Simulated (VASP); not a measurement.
# Ni (Fm-3m) in VASP: notebook

Ni is run at these levels: PBE+U; tasks: single point.

Program: VASP 6.6.1. These are calculated values, not measurements. Logs are shortened: lines on timing, memory, paths and dates and some standing lists are left out, and cuts for length are marked.

### Step 1. The cell of the first run

It takes space group Fm-3m (No. 225, cubic). Conventional cell: a = 3.540 Å, b = 3.540 Å, c = 3.540 Å, α = 90.00°, β = 90.00°, γ = 90.00°. Within 3.3 Å of Ni (site symmetry m-3m) lie 12 Ni at 2.50 Å.

### Step 2. Single point, PBE+U, collinear spin, ferromagnetic start

The input, INCAR:

```
SYSTEM = Ni
  PREC = Accurate
  ENCUT = 590
  EDIFF = 1E-6
  ISMEAR = -1
  SIGMA = 0.05
  LREAL = .FALSE.
  LASPH = .TRUE.
  NELM = 200
  ALGO = Normal
  ISIF = 2
  LWAVE = .FALSE.
  LCHARG = .TRUE.
  ISPIN = 2
  MAGMOM = 2
  LORBIT = 11
  LMAXMIX = 4
  LDAU = .TRUE.
  LDAUTYPE = 2
  LDAUL = 2
  LDAUU = 6.2
  LDAUJ = 0
  LDAUPRINT = 1
  GGA = PE
  LELF = .TRUE.
  LVHAR = .TRUE.
  NBANDS = 19
  GGA_COMPAT = .FALSE.
```

The input, KPOINTS:

```
Automatic mesh
0
G
  12 12 12
  0 0 0
```

The input, POSCAR:

```
Ni
1.0
    0.0000000000      1.7698700000      1.7698700000
    1.7698700000      0.0000000000      1.7698700000
    1.7698700000      1.7698700000      0.0000000000
Ni
1
Direct
    0.0000000000      0.0000000000      0.0000000000
```

Potentials or basis: VASP PAW PBE potentials, release 64 (Ni_sv_GW).

Launch:

```console
cat potpaw_PBE.64/Ni_sv_GW/POTCAR > POTCAR
mpirun -np 1 vasp_std > vasp.out
```

OUTCAR:

```text
SYSTEM = Ni
   PREC = Accurate
   ENCUT = 590
   EDIFF = 1E-6
   ISMEAR = -1
   LREAL = .FALSE.
   LASPH = .TRUE.
   NELM = 200
   ISIF = 2
   ISPIN = 2
   LORBIT = 11
   GGA = PE

 ion  position               nearest neighbor table
   1  0.000  0.000  0.000-

  LATTYP: Found a face centered cubic cell.
 ALAT       =     3.5397400000

  Lattice vectors:

 A1 = (   0.0000000000,   1.7698700000,   1.7698700000)
 A2 = (   1.7698700000,   0.0000000000,   1.7698700000)
 A3 = (   1.7698700000,   1.7698700000,   0.0000000000)

Analysis of symmetry for initial positions (statically):
=====================================================================
 Subroutine PRICEL returns:
 Original cell was already a primitive cell.

 Routine SETGRP: Setting up the symmetry group for a
 face centered cubic supercell.

 Subroutine GETGRP returns: Found 48 space group operations
 (whereof 48 operations were pure point group operations)
 out of a pool of 48 trial point group operations.

The static configuration has the point symmetry O_h .

Analysis of symmetry for dynamics (positions and initial velocities):
=====================================================================
 Subroutine PRICEL returns:
 Original cell was already a primitive cell.

 Routine SETGRP: Setting up the symmetry group for a
 face centered cubic supercell.

 Subroutine GETGRP returns: Found 48 space group operations
 (whereof 48 operations were pure point group operations)
 out of a pool of 48 trial point group operations.

The dynamic configuration has the point symmetry O_h .

Analysis of structural, dynamic, and magnetic symmetry:
=====================================================================
 Subroutine PRICEL returns:
 Original cell was already a primitive cell.

 Routine SETGRP: Setting up the symmetry group for a
 face centered cubic supercell.

 Subroutine GETGRP returns: Found 48 space group operations
 (whereof 48 operations were pure point group operations)
 out of a pool of 48 trial point group operations.

[... 157 lines left out ...]
  0.0000 -0.0000  0.0000 -0.0000  0.8730

 occupancies and eigenvectors

  o =  0.5434  v =  0.0000  0.0000  0.0000  0.0000  0.0000  1.0000  0.0000  0.0000  0.0000  0.0000      0.0000  0.0000  0.0000  0.0000  0.0000  0.0000  0.0000  0.0000  0.0000  0.0000
  o =  0.5434  v =  0.0000  0.0000  0.0000  0.0000  0.0000  0.0000 -0.9653  0.0000  0.2612 -0.0000      0.0000  0.0000  0.0000  0.0000  0.0000  0.0000  0.0000  0.0000  0.0000  0.0000
  o =  0.5434  v =  0.0000  0.0000  0.0000  0.0000  0.0000  0.0000 -0.2612  0.0000 -0.9653  0.0000      0.0000  0.0000  0.0000  0.0000  0.0000  0.0000  0.0000  0.0000  0.0000  0.0000
  o =  0.8730  v =  0.0000  0.0000  0.0000  0.0000  0.0000  0.0000  0.0000  0.9906  0.0000 -0.1371      0.0000  0.0000  0.0000  0.0000  0.0000  0.0000  0.0000  0.0000  0.0000  0.0000
  o =  0.8730  v =  0.0000  0.0000  0.0000  0.0000  0.0000  0.0000 -0.0000  0.1371  0.0000  0.9906      0.0000  0.0000  0.0000  0.0000  0.0000  0.0000  0.0000  0.0000  0.0000  0.0000
  o =  0.9007  v =  0.0000 -0.8152 -0.0000 -0.5791  0.0000  0.0000  0.0000  0.0000  0.0000  0.0000      0.0000  0.0000  0.0000  0.0000  0.0000  0.0000  0.0000  0.0000  0.0000  0.0000
  o =  0.9007  v =  1.0000  0.0000  0.0000  0.0000  0.0000  0.0000  0.0000  0.0000  0.0000  0.0000      0.0000  0.0000  0.0000  0.0000  0.0000  0.0000  0.0000  0.0000  0.0000  0.0000
  o =  0.9007  v =  0.0000 -0.5791  0.0000  0.8152  0.0000  0.0000  0.0000  0.0000  0.0000  0.0000      0.0000  0.0000  0.0000  0.0000  0.0000  0.0000  0.0000  0.0000  0.0000  0.0000
  o =  0.9052  v =  0.0000  0.0000 -0.9994  0.0000  0.0335  0.0000  0.0000  0.0000  0.0000  0.0000      0.0000  0.0000  0.0000  0.0000  0.0000  0.0000  0.0000  0.0000  0.0000  0.0000
  o =  0.9052  v =  0.0000  0.0000  0.0335 -0.0000  0.9994  0.0000  0.0000  0.0000  0.0000  0.0000      0.0000  0.0000  0.0000  0.0000  0.0000  0.0000  0.0000  0.0000  0.0000  0.0000

 number of electron      17.9999988 magnetization       0.9899122

 Free energy of the ion-electron system (eV)
  ---------------------------------------------------
  ext. energy  EPLUGINS =         0.00000000
  ---------------------------------------------------
  free energy    TOTEN  =        -1.70684130 eV

  energy without entropy =       -1.69927823  energy(sigma->0) =       -1.70305977

 E-fermi :   7.8160     XC(G=0): -13.6847

 val. band max:        7.7907985461   @ k =   0.4167   0.2500   0.0833
 cond. band min:       7.8280465648   @ k =  -0.2500   0.2500   0.0833
 fundamental gap:      0.0372480186
 Fermi energy:         7.8160198926

 spin component 1

 k-point     1 :       0.0000    0.0000    0.0000
  band No.  band energies     occupation
      1     -95.6080      1.00000
      2     -55.8994      1.00000
      3     -55.8994      1.00000
      4     -55.8994      1.00000
      5      -1.2616      1.00000
      6       3.0933      1.00000
[... 1049 lines left out ...]
     18      48.9505      0.00000
     19      49.8768      0.00000

 [... further k-points ...]

------------------------ aborting loop because EDIFF is reached ----------------------------------------

  FORCE on cell =-STRESS in cart. coord.  units (eV):
  Direction    XX          YY          ZZ          XY          YZ          ZX
  --------------------------------------------------------------------------------------
  -------------------------------------------------------------------------------------
  Total       -0.0257566     -0.0257566     -0.0257566      0.0000000      0.0000000      0.0000000
  in kB       -3.7217342     -3.7217342     -3.7217342      0.0000000      0.0000000      0.0000000
  external PRESSURE =      -3.7217342 kB  Pullay stress =       0.0000000 kB

 VOLUME and BASIS-vectors are now :
 -----------------------------------------------------------------------------
  energy-cutoff  :      590.00
  volume of cell :       11.09
      direct lattice vectors                 reciprocal lattice vectors
     0.000000000  1.769870000  1.769870000    -0.282506625  0.282506625  0.282506625
     1.769870000  0.000000000  1.769870000     0.282506625 -0.282506625  0.282506625
     1.769870000  1.769870000  0.000000000     0.282506625  0.282506625 -0.282506625

 POSITION                                       TOTAL-FORCE (eV/Angst)
 -----------------------------------------------------------------------------------
      0.00000      0.00000      0.00000         0.000000      0.000000     -0.000000
 -----------------------------------------------------------------------------------
    total drift:                                0.000000      0.000000      0.000000

  FREE ENERGIE OF THE ION-ELECTRON SYSTEM (eV)
  ---------------------------------------------------
  free  energy   TOTEN  =        -1.7068413018 eV

  energy  without entropy=       -1.6992782288  energy(sigma->0) =       -1.70305977

 total charge

# of ion       s       p       d       f       tot
--------------------------------------------------
    1        2.241   6.287   7.858   0.004  16.390

 magnetization (x)

# of ion       s       p       d       f       tot
--------------------------------------------------
    1       -0.004  -0.035   1.136  -0.000   1.097
```

OSZICAR:

```text
N       E                     dE             d eps       ncg     rms          rms(c)
DAV:   1     0.177695008417E+03    0.17770E+03   -0.96358E+03  7841   0.363E+03
DAV:   2     0.423183026674E+01   -0.17346E+03   -0.16226E+03  8453   0.791E+02
DAV:   3    -0.258226571350E+01   -0.68141E+01   -0.67665E+01  8650   0.197E+02
DAV:   4    -0.266349659163E+01   -0.81231E-01   -0.81199E-01  8618   0.119E+01
DAV:   5    -0.266458175540E+01   -0.10852E-02   -0.10851E-02  8139   0.106E+00    0.119E+01
DAV:   6    -0.217981486515E+01    0.48477E+00   -0.58748E+00  6374   0.217E+02    0.692E+00
DAV:   7    -0.163129249779E+01    0.54852E+00   -0.18459E+00  6580   0.110E+02    0.190E+00
DAV:   8    -0.167384420084E+01   -0.42552E-01   -0.38805E-02  8961   0.136E+01    0.135E+00
DAV:   9    -0.170115229986E+01   -0.27308E-01   -0.40214E-02  9089   0.168E+01    0.683E-01
DAV:  10    -0.170580729810E+01   -0.46550E-02   -0.30504E-03  8723   0.430E+00    0.145E-01
DAV:  11    -0.170657407448E+01   -0.76678E-03   -0.11902E-04  9114   0.116E+00    0.785E-02
DAV:  12    -0.170680502166E+01   -0.23095E-03   -0.27920E-05  8972   0.527E-01    0.207E-02
DAV:  13    -0.170684047416E+01   -0.35453E-04   -0.15206E-05  9283   0.437E-01    0.108E-02
DAV:  14    -0.170684130184E+01   -0.82768E-06   -0.23878E-06  7271   0.141E-01
   1 F= -.17068413E+01 E0= -.17030598E+01  d E =-.756307E-02  mag=     0.9888
```

stdout:

```text
POSCAR found type information on POSCAR Ni
 POSCAR found :  1 types and       1 ions
 scaLAPACK will be used
 LDA part: xc-table for (Slater+PW92), standard interpolation
 POSCAR, INCAR and KPOINTS ok, starting setup
 FFT: planning ... GRIDC
 FFT: planning ... GRID_SOFT
 FFT: planning ... GRID
 WAVECAR not read
 entering main loop
```

It took 31 s on 1 thread of Intel Xeon Platinum 8488C (Sapphire Rapids), shared host; peak memory 0.16 GiB.

What came out:

```
Free energy                                           : -1.7068 eV
Pressure                                              : -0.4 GPa
Net moment                                            : 0.99 μB per cell
Site moments                                          : Ni +1.10 μB
Valence electrons inside the program's atomic spheres : Ni 16.39
```

Levels at points of the mesh, in eV from the Fermi level:
Spin up:
```
           k point  band 6  band 7  band 8  band 9  band 10  band 11  band 12  band 13  band 14  band 15
(0.00, 0.00, 0.00)   -4.72   -4.72   -4.72   -3.36    -3.36    23.30    27.01    27.01    27.01    28.56
(0.50, 0.00, 0.00)   -4.55   -4.55   -2.89   -2.89    -0.44     4.57    21.75    24.14    24.14    25.95
(0.50, 0.50, 0.00)   -6.26   -2.92   -2.92   -2.69     2.30     8.25    14.46    14.46    18.29    22.40
```
Spin down:
| k point | band 6 | band 7 | band 8 | band 9 | band 10 | band 11 |
| --- | --- | --- | --- | --- | --- | --- |
| (0.00, 0.00, 0.00) | -2.43 | -2.43 | -1.25 | -1.25 | -1.25 | 22.73 |
| (0.50, 0.00, 0.00) | -3.08 | -3.08 | -0.63 | 0.19 | 0.19 | 6.11 |
| (0.50, 0.50, 0.00) | -3.27 | -1.72 | 0.90 | 0.90 | 2.06 | 8.57 |

Eigenvalues of the final occupation matrices:
| site | spin | trace | eigenvalues |
| --- | --- | --- | --- |
| site 1 d | 1 | 4.51 | 0.90 0.90 0.90 0.91 0.91 |
| site 1 d | 2 | 3.38 | 0.54 0.54 0.54 0.87 0.87 |

Caveat: the U is typed as a test and isn't derived for this compound. The state reached can hang on the start; a lower one may exist.

### Step 3. Single point, PBE+U, collinear spin, ferromagnetic start

The input, INCAR:

```
SYSTEM = Ni
  ALGO = Normal
  EDIFF = 1E-6
  ENCUT = 590
  GGA = PE
  GGA_COMPAT = .False.
  ISIF = 2
  ISMEAR = -1
  ISPIN = 2
  LASPH = .True.
  LCHARG = .True.
  LDAU = .True.
  LDAUJ = 0
  LDAUL = 2
  LDAUPRINT = 1
  LDAUTYPE = 2
  LDAUU = 6.2
  LELF = .True.
  LMAXMIX = 4
  LORBIT = 11
  LREAL = .False.
  LVHAR = .True.
  LWAVE = .False.
  MAGMOM = 1.54
  NBANDS = 19
  NELM = 200
  NUPDOWN = 1.54
  PREC = Accurate
  SIGMA = 0.05
```

The input, KPOINTS:

```
k-points
0
Gamma
  12 12 12
  0 0 0
```

POSCAR is that of step 2.

Potentials or basis: VASP PAW PBE potentials, release 64 (Ni_sv_GW).

Launch:

```console
cat potpaw_PBE.64/Ni_sv_GW/POTCAR > POTCAR
mpirun -np 1 vasp_std > vasp.out
```

It took 45 s on 1 thread of Intel Xeon Platinum 8488C (Sapphire Rapids), shared host; peak memory 0.16 GiB.

The run converged. Its results:

* Free energy: -1.3814 eV
* Pressure: 10.8 GPa
* Net moment: 1.54 μB per cell
* Site moments: Ni +1.53 μB
* Valence electrons inside the program's atomic spheres: Ni 16.34

Eigenvalues of the final occupation matrices:
| site | spin | trace | eigenvalues |
| --- | --- | --- | --- |
| site 1 d | 1 | 4.61 | 0.92 0.92 0.92 0.93 0.93 |
| site 1 d | 2 | 3.13 | 0.46 0.46 0.46 0.88 0.88 |

Caveat: the total moment is fixed, so each spin has its own Fermi level; the U is typed as a test and isn't derived for this compound. The state reached can hang on the start; a lower one may exist.
